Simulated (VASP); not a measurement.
A run of VASP 6.6.1 is set up as follows.

INCAR

```
PREC     = Accurate       # precision mode
ENCUT    = 520            # plane-wave cutoff, eV
EDIFF    = 1E-6           # SCF threshold, eV
ISMEAR   = 0              # smearing method
SIGMA    = 0.1            # smearing width, eV
LREAL    = F              # projectors in reciprocal space
LASPH    = T              # aspherical terms in the spheres
NELM     = 80             # most SCF steps
ALGO     = Normal         # electronic algorithm
ISIF     = 2              # what is computed and relaxed
LWAVE    = F              # write WAVECAR
LCHARG   = F              # write CHGCAR
GGA      = PE             # functional
NBANDS   = 34             # bands
```

File KPOINTS:

```
regular mesh
0
Gamma
  12 12 4
```

The input POSCAR:

```
Zr2Zn2N
1.0
    3.2631976460      0.0000000000      0.0000000000
   -1.6315988230      2.8260120590      0.0000000000
    0.0000000000      0.0000000000      8.8867618071
Zr Zn N
2 2 1
Direct
    0.3333333333      0.6666666667      0.1412397208
    0.6666666667      0.3333333333      0.8587602792
    0.3333333333      0.6666666667      0.6070843915
    0.6666666667      0.3333333333      0.3929156085
    0.0000000000      0.0000000000      0.0000000000
```

Potentials or basis: VASP PAW PBE potentials, release 64 (Zr_sv, Zn, N).

The run is started by

```sh
$ cat potpaw_PBE.64/Zr_sv/POTCAR potpaw_PBE.64/Zn/POTCAR potpaw_PBE.64/N/POTCAR > POTCAR
$ mpirun -np 1 vasp_std > vasp.out
```

(1) What does it give for the pressure?

(2) Estimate the band gap on the k mesh.

(3) What does it give for the largest force?

Results:

(1) 0.2 GPa.

(2) zero (an odd number of electrons rules out a gap without spin polarisation).

(3) 0.018 eV/Å.
